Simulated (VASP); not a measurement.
# CoSi (rocksalt type) (Fm-3m) in VASP: a series of runs

Runs on CoSi (rocksalt type). Level: LDA. Tasks: single point.

Program: VASP 6.6.1. These are calculated values, not measurements. Logs are shortened: lines on timing, memory, paths and dates and some standing lists are left out, and cuts for length are marked.

**1. The cell of the first run**

The structure is cubic, space group Fm-3m (No. 225). Conventional cell: a = 4.140 Å, b = 4.140 Å, c = 4.140 Å, α = 90.00°, β = 90.00°, γ = 90.00°. Co (site symmetry m-3m) has 6 Si at 2.07 Å within 2.7 Å. Within 2.7 Å of Si (site symmetry m-3m) lie 6 Co at 2.07 Å.

**2. Single point, LDA, collinear spin, ferromagnetic start (8.87 Å³/atom)**

File INCAR:

```
SYSTEM = CoSi
ALGO = Normal
EDIFF = 1E-6
ENCUT = 520
GGA = CA
ISIF = 2
ISMEAR = -1
ISPIN = 2
LASPH = .True.
LCHARG = .True.
LELF = .True.
LMAXMIX = 4
LORBIT = 11
LREAL = .False.
LVHAR = .True.
LWAVE = .False.
MAGMOM = 1.7 0
NBANDS = 18
NELM = 150
PREC = Accurate
SIGMA = 0.08
```

File KPOINTS:

```
k-points
0
Gamma
  16 16 16
  0 0 0
```

File POSCAR:

```
CoSi
1.0
    0.0000000000      2.0701627295      2.0701627295
    2.0701627295      0.0000000000      2.0701627295
    2.0701627295      2.0701627295      0.0000000000
Co Si
1 1
Direct
    0.0000000000      0.0000000000      0.0000000000
    0.5000000000      0.5000000000      0.5000000000
```

Potentials or basis: VASP PAW LDA potentials, release 64 (Co, Si).

The run is started by

```bash
> cat potpaw_LDA.64/Co/POTCAR potpaw_LDA.64/Si/POTCAR > POTCAR
> mpirun -np 1 vasp_std > vasp.out
```

OUTCAR:

```text
SYSTEM = CoSi
   EDIFF = 1E-6
   ENCUT = 520
   GGA = CA
   ISIF = 2
   ISMEAR = -1
   ISPIN = 2
   LASPH = .True.
   LORBIT = 11
   LREAL = .False.
   NELM = 150
   PREC = Accurate

 ion  position               nearest neighbor table
   1  0.000  0.000  0.000-   2 2.07   2 2.07   2 2.07   2 2.07   2 2.07   2 2.07
   2  0.500  0.500  0.500-   1 2.07   1 2.07   1 2.07   1 2.07   1 2.07   1 2.07

  LATTYP: Found a face centered cubic cell.
 ALAT       =     4.1403254590

  Lattice vectors:

 A1 = (   0.0000000000,   2.0701627295,   2.0701627295)
 A2 = (   2.0701627295,   0.0000000000,   2.0701627295)
 A3 = (   2.0701627295,   2.0701627295,   0.0000000000)

Analysis of symmetry for initial positions (statically):
=====================================================================
 Subroutine PRICEL returns:
 Original cell was already a primitive cell.

 Routine SETGRP: Setting up the symmetry group for a
 face centered cubic supercell.

 Subroutine GETGRP returns: Found 48 space group operations
 (whereof 48 operations were pure point group operations)
 out of a pool of 48 trial point group operations.

The static configuration has the point symmetry O_h .

Analysis of symmetry for dynamics (positions and initial velocities):
=====================================================================
 Subroutine PRICEL returns:
 Original cell was already a primitive cell.

 Routine SETGRP: Setting up the symmetry group for a
 face centered cubic supercell.

 Subroutine GETGRP returns: Found 48 space group operations
 (whereof 48 operations were pure point group operations)
 out of a pool of 48 trial point group operations.

The dynamic configuration has the point symmetry O_h .

Analysis of structural, dynamic, and magnetic symmetry:
=====================================================================
 Subroutine PRICEL returns:
 Original cell was already a primitive cell.

 Routine SETGRP: Setting up the symmetry group for a
 face centered cubic supercell.

 Subroutine GETGRP returns: Found 48 space group operations
 (whereof 48 operations were pure point group operations)
 out of a pool of 48 trial point group operations.

The overall configuration has the point symmetry O_h .

 Subroutine INISYM returns: Found 48 space group operations
 (whereof 48 operations are pure point group operations),
 and found     1 'primitive' translations

----------------------------------------------------------------------------------------

                                     Primitive cell
[... 108 lines left out ...]
   IALGO  =     38    algorithm
   IMIX   =      4    mixing-type and parameters
     AMIX     =   0.40;   BMIX     =  1.00
     AMIX_MAG =   1.60;   BMIX_MAG =  1.00
  volume/ion in A,a.u.               =       8.87        59.87
  Fermi-wavevector in a.u.,A,eV,Ry     =   1.475847  2.788947 29.635199  2.178126
  Thomas-Fermi vector in A             =   2.590446
   LORBIT       =     11    0 simple, 1 ext, 2 COOP (PROOUT), +10 PAW based schemes
   GGA     = CA    functional components
   LHFCALC =     F    Hartree Fock is set to
   AEXX    =    0.0000 exact exchange contribution
   IVDW    =     0    specifies the selected vdW correction
   LEPSILON=     F    determine dielectric tensor
   LRPA    =     F    only Hartree local field effects (RPA)
 spin polarized calculation
  energy-cutoff  :      520.00
  volume of cell :       17.74
 maximum number of plane-waves:       531
 NGX is ok and might be reduce to    24
   NGX = 11   NGY = 11   NGZ = 11

 number of electron      13.0000002 magnetization      -0.0007060

 number of electron      13.0000002 magnetization       0.0001226

 Free energy of the ion-electron system (eV)
  ---------------------------------------------------
  ext. energy  EPLUGINS =         0.00000000
  ---------------------------------------------------
  free energy    TOTEN  =       -12.57341408 eV

  energy without entropy =      -12.55487034  energy(sigma->0) =      -12.56414221

 E-fermi :  15.6621     XC(G=0): -14.0322

 val. band max:       15.6458915791   @ k =   0.4375   0.1250   0.0000
 cond. band min:      15.6661876351   @ k =  -0.3125   0.1875   0.0625
 fundamental gap:      0.0202960559
 Fermi energy:        15.6621341016

 spin component 1

 k-point     1 :       0.0000    0.0000    0.0000
  band No.  band energies     occupation
      1       0.3517      1.00000
      2      12.0452      1.00000
      3      12.0452      1.00000
      4      12.0452      1.00000
      5      12.3218      1.00000
      6      12.3218      1.00000
[... 493 lines left out ...]
     17      37.2579      0.00000
     18      38.4742      0.00000

 [... further k-points ...]

 spin component 2

 k-point     1 :       0.0000    0.0000    0.0000
  band No.  band energies     occupation
      1       0.3518      1.00000
      2      12.0450      1.00000
      3      12.0450      1.00000
      4      12.0450      1.00000
      5      12.3218      1.00000
      6      12.3218      1.00000
[... 493 lines left out ...]
     17      37.2579      0.00000
     18      38.4743      0.00000

 [... further k-points ...]
[... 5 lines left out ...]
  --------------------------------------------------------------------------------------
  -------------------------------------------------------------------------------------
  Total       11.8619945     11.8619945     11.8619945     -0.0000000      0.0000000      0.0000000
  in kB     1071.0872522   1071.0872522   1071.0872522     -0.0000000      0.0000000      0.0000000
  external PRESSURE =    1071.0872522 kB  Pullay stress =       0.0000000 kB

 VOLUME and BASIS-vectors are now :
 -----------------------------------------------------------------------------
  energy-cutoff  :      520.00
  volume of cell :       17.74
      direct lattice vectors                 reciprocal lattice vectors
     0.000000000  2.070162729  2.070162729    -0.241526906  0.241526906  0.241526906
     2.070162729  0.000000000  2.070162729     0.241526906 -0.241526906  0.241526906
     2.070162729  2.070162729  0.000000000     0.241526906  0.241526906 -0.241526906

 POSITION                                       TOTAL-FORCE (eV/Angst)
 -----------------------------------------------------------------------------------
      0.00000      0.00000      0.00000         0.000000      0.000000      0.000000
      2.07016      2.07016      2.07016        -0.000000     -0.000000     -0.000000
 -----------------------------------------------------------------------------------
    total drift:                                0.000000     -0.000000     -0.000000

  FREE ENERGIE OF THE ION-ELECTRON SYSTEM (eV)
  ---------------------------------------------------
  free  energy   TOTEN  =       -12.5734140848 eV

  energy  without entropy=      -12.5548703376  energy(sigma->0) =      -12.56414221

 total charge

# of ion       s       p       d       tot
------------------------------------------
    1        0.664   0.755   8.072   9.491
    2        0.829   1.100   0.000   1.928
--------------------------------------------------
tot          1.492   1.855   8.072  11.419

 magnetization (x)

# of ion       s       p       d       tot
------------------------------------------
    1       -0.000   0.000  -0.000  -0.000
    2        0.000   0.000   0.000   0.000
--------------------------------------------------
tot         -0.000   0.000  -0.000  -0.000
```

stdout:

```text
POSCAR found type information on POSCAR CoSi
 POSCAR found :  2 types and       2 ions
 scaLAPACK will be used
 LDA part: xc-table for (Slater(with rela. corr.)+CA(PZ))
 , standard interpolation
 POSCAR, INCAR and KPOINTS ok, starting setup
 FFT: planning ... GRIDC
 FFT: planning ... GRID_SOFT
 FFT: planning ... GRID
 WAVECAR not read
 entering main loop
```

It took 52 s on 1 thread of AMD EPYC 9R45 (Zen 5), shared host; peak memory 0.16 GiB.

What came out:

```yaml
Free_energy: -12.5734 eV
Pressure: 107.1 GPa
Net_moment: 0.00 μB per cell
Valence_electrons_inside_the_program's_atomic_spheres: Co 9.49; Si 1.93
```

Caveat: the cell stands under pressure.

**3. Single point, LDA, collinear spin, ferromagnetic start**

This run uses another cell than the first one, of 8.94 Å³/atom.

File INCAR:

```
SYSTEM = CoSi
PREC = Accurate
ENCUT = 520
EDIFF = 1E-6
ISMEAR = -1
SIGMA = 0.08
LREAL = .FALSE.
LASPH = .TRUE.
NELM = 150
ALGO = Normal
ISIF = 2
LWAVE = .FALSE.
LCHARG = .FALSE.
ISPIN = 2
MAGMOM = 1.7 0
LORBIT = 11
LMAXMIX = 4
GGA = CA
NBANDS = 18
```

File KPOINTS:

```
regular mesh
0
G
  16 16 16
  0 0 0
```

File POSCAR:

```
CoSi
1.0
    0.0000000000      2.0758142987      2.0758142987
    2.0758142987      0.0000000000      2.0758142987
    2.0758142987      2.0758142987      0.0000000000
Co Si
1 1
Direct
    0.0000000000      0.0000000000      0.0000000000
    0.5000000000      0.5000000000      0.5000000000
```

Potentials or basis: VASP PAW LDA potentials, release 64 (Co, Si).

The run is started by

```bash
> cat potpaw_LDA.64/Co/POTCAR potpaw_LDA.64/Si/POTCAR > POTCAR
> mpirun -np 1 vasp_std > vasp.out
```

Run time: 51 s. Hardware: 1 thread of AMD EPYC 9R45 (Zen 5), shared host; peak memory 0.16 GiB.

The run converged. Its results:

* Free energy: -12.6688 eV
* Pressure: 102.4 GPa
* Net moment: 0.00 μB per cell
* Valence electrons inside the program's atomic spheres: Co 9.46; Si 1.92

Levels at points of the mesh, in eV from the Fermi level:
Spin up:
```
           k point  band 4  band 5  band 6  band 7  band 8  band 9
(0.00, 0.00, 0.00)   -3.56   -3.30   -3.30    6.23    6.23    6.23
(0.50, 0.00, 0.00)   -4.69   -1.69   -1.69   -0.35    7.44    7.44
(0.50, 0.50, 0.00)   -2.51   -1.28   -1.28    0.03    0.03    0.38
```
Spin down:
```tsv
k point	band 2	band 3	band 4	band 5	band 6	band 7	band 8	band 9	band 10	band 11
(0.00, 0.00, 0.00)	-3.57	-3.57	-3.57	-3.30	-3.30	6.23	6.23	6.23	12.32	12.52
(0.50, 0.00, 0.00)	-9.22	-4.69	-4.69	-1.69	-1.69	-0.35	7.44	7.44	8.13	9.31
(0.50, 0.50, 0.00)	-6.94	-5.57	-2.51	-1.28	-1.28	0.03	0.03	0.38	7.94	8.21
```

Caveat: the cell stands under pressure.

**4. Single point, LDA, collinear spin, ferromagnetic start**

This run uses another cell than the first one, of 8.94 Å³/atom.

File INCAR:

```
PREC = Accurate
ENCUT = 520
EDIFF = 1E-7
ISMEAR = -1
SIGMA = 0.08
LREAL = F
LASPH = T
NELM = 150
ALGO = Normal
ISIF = 2
LWAVE = F
LCHARG = T
ISPIN = 2
MAGMOM = 1.7 0
LORBIT = 11
LMAXMIX = 4
LELF = T
LVHAR = T
NBANDS = 18
```

File KPOINTS:

```
Automatic mesh
0
Gamma
  16 16 16
```

POSCAR is that of step 3.

The run is started by

```bash
> cat potpaw_LDA.64/Co/POTCAR potpaw_LDA.64/Si/POTCAR > POTCAR
> mpirun -np 1 vasp_std > vasp.out
```

Run time: 56 s. Hardware: 1 thread of AMD EPYC 9R45 (Zen 5), shared host; peak memory 0.16 GiB.

Results (log left out):

```yaml
Free_energy: -12.6688 eV
Pressure: 102.4 GPa
Net_moment: 0.00 μB per cell
Valence_electrons_inside_the_program's_atomic_spheres: Co 9.46; Si 1.92
```

Levels at points of the mesh, in eV from the Fermi level:
Spin up:
```tsv
k point	band 2	band 3	band 4	band 5	band 6	band 7	band 8	band 9	band 10	band 11
(0.00, 0.00, 0.00)	-3.56	-3.56	-3.56	-3.30	-3.30	6.23	6.23	6.23	12.32	12.52
(0.50, 0.00, 0.00)	-9.22	-4.69	-4.69	-1.69	-1.69	-0.35	7.44	7.44	8.13	9.31
(0.50, 0.50, 0.00)	-6.94	-5.57	-2.51	-1.28	-1.28	0.03	0.03	0.38	7.94	8.21
```
Spin down:
| k point | band 4 | band 5 | band 6 | band 7 | band 8 | band 9 |
| --- | --- | --- | --- | --- | --- | --- |
| (0.00, 0.00, 0.00) | -3.56 | -3.30 | -3.30 | 6.23 | 6.23 | 6.23 |
| (0.50, 0.00, 0.00) | -4.69 | -1.69 | -1.69 | -0.35 | 7.44 | 7.44 |
| (0.50, 0.50, 0.00) | -2.51 | -1.28 | -1.28 | 0.03 | 0.03 | 0.38 |

Caveat: the cell stands under pressure.

**5. Single point, LDA, collinear spin, ferromagnetic start**

This run uses another cell than the first one, of 11.92 Å³/atom.

File INCAR:

```
SYSTEM = CoSi
PREC = Accurate ; ENCUT = 520
EDIFF = 1E-6 ; ISMEAR = -1
SIGMA = 0.08 ; LREAL = .False.
LASPH = .True. ; NELM = 150
ALGO = Normal ; ISIF = 2
LWAVE = .False. ; LCHARG = .False.
ISPIN = 2 ; MAGMOM = 1.7 0
LORBIT = 11 ; LMAXMIX = 4
GGA = CA ; NBANDS = 18
```

File KPOINTS:

```
Automatic mesh
0
Gamma
  15 15 15
  0 0 0
```

File POSCAR:

```
CoSi
1.0
    0.0000000000      2.2846175409      2.2846175409
    2.2846175409      0.0000000000      2.2846175409
    2.2846175409      2.2846175409      0.0000000000
Co Si
1 1
Direct
    0.0000000000      0.0000000000      0.0000000000
    0.5000000000      0.5000000000      0.5000000000
```

The run is started by

```bash
> cat potpaw_LDA.64/Co/POTCAR potpaw_LDA.64/Si/POTCAR > POTCAR
> mpirun -np 1 vasp_std > vasp.out
```

It took 50 s on 1 thread of AMD EPYC 9R45 (Zen 5), shared host; peak memory 0.16 GiB.

The run converged. Its results:

- Free energy: -14.1583 eV
- Pressure: 0.4 GPa
- Net moment: 0.00 μB per cell
- Valence electrons inside the program's atomic spheres: Co 8.65; Si 1.68

Levels at points of the mesh, in eV from the Fermi level:
Spin up:
```tsv
k point	band 4	band 5	band 6	band 7	band 8	band 9
(0.00, 0.00, 0.00)	-2.12	-2.06	-2.06	4.64	4.64	4.64
```
Spin down:
| k point | band 4 | band 5 | band 6 | band 7 | band 8 | band 9 |
| --- | --- | --- | --- | --- | --- | --- |
| (0.00, 0.00, 0.00) | -2.12 | -2.06 | -2.06 | 4.64 | 4.64 | 4.64 |
